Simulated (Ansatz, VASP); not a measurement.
Ti: VASP beside Ansatz

The input INCAR:

```
SYSTEM = Ti
  PREC = Accurate
  ENCUT = 520
  EDIFF = 1E-6
  ISMEAR = 0
  SIGMA = 0.15
  LREAL = .False.
  LASPH = .True.
  NELM = 80
  ALGO = Normal
  ISIF = 2
  LWAVE = .False.
  LCHARG = .True.
  GGA = PS
  LELF = .True.
  LVHAR = .True.
  NBANDS = 12
```

Contents of KPOINTS:

```
regular mesh
0
Gamma
  20 20 20
  0 0 0
```

Contents of POSCAR:

```
Ti
1.0
    0.0000000000      2.0300000000      2.1822500000
    2.0300000000      0.0000000000      2.1822500000
    2.0300000000      2.0300000000      0.0000000000
Ti
1
Direct
    0.0000000000      0.0000000000      0.0000000000
```

Input for Ansatz:

```yaml
crystal:
  lattice:
    - [0.0, 2.03, 2.18225]
    - [2.03, 0.0, 2.18225]
    - [2.03, 2.03, 0.0]
  atoms:
    - { symbol: Ti, position: [0.0, 0.0, 0.0] }
basis:
  ecutwfc: 420
kpoints:
  mp_grid: { grid: [20, 20, 20] }
hamiltonian:
  xc: pbesol
scf:
  occupations: { method: gaussian, width: 0.15 }
output:
  forces: true
  stress: true
  eigenvalues: true
```

Change from the starting cell: strain +0.0750 x Voigt [0, 0, 1, 0, 0, 0], atoms carried along.

Alike in both runs: task single point; functional PBEsol; k mesh 20 × 20 × 20; occupations gaussian, width 0.15 eV; no spin polarisation.

|  | VASP | Ansatz |
| --- | --- | --- |
| version | VASP 6.6.1 | Ansatz 0.2.0 |
| potentials or method | VASP PAW PBE potentials, release 64 (Ti_sv), cutoff 520 eV | scalar-relativistic, plane waves, PAW |
| valence electrons in the cell | 12 | 12 |

|  | VASP | Ansatz | Ansatz less VASP |
| --- | --- | --- | --- |
| gap on the k mesh at the Fermi level (eV) | none | none | - |
| pressure (GPa) | -7.7 | -7.6 | +0.17 |
| traceless stress, the component that is largest in VASP (GPa) | -1.51 | -1.51 | +0.004 |

VASP's potentials were made for PBE, not for PBEsol. A gap of «none» marks a metal or a gap that the smearing closes.
